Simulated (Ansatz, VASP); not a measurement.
# Two plane-wave programs on C

```
CELL_PARAMETERS angstrom
2.51000 0.00000 0.00000
-1.25500 2.17372 0.00000
0.00000 0.00000 4.16000
ATOMIC_POSITIONS crystal
C 0.33333 0.66667 0.06250
C 0.66667 0.33333 0.56250
C 0.66667 0.33333 0.93750
C 0.33333 0.66667 0.43750
```

Alike in both runs: task relaxation of cell and atoms; functional PBE; k mesh 12 × 12 × 8; no spin polarisation.

|  | VASP | Ansatz |
| --- | --- | --- |
| version | VASP 6.6.1 | Ansatz 0.2.0 |
| potentials or method | VASP PAW PBE potentials, release 64 (C), cutoff 600 eV | scalar-relativistic, plane waves, PAW |
| occupations | gaussian, width 0.01 eV | fixed |
| valence electrons in the cell | 16 | 16 |

```tsv
	VASP	Ansatz	Ansatz less VASP
gap on the k mesh at the Fermi level, each at its own relaxed structure (eV)	3.34	3.36	+0.017
relaxed volume (Å³/atom)	5.71	5.71	0.000
relaxed cell length with the largest relative difference (Å)	4.180	4.180	+0.0001
```
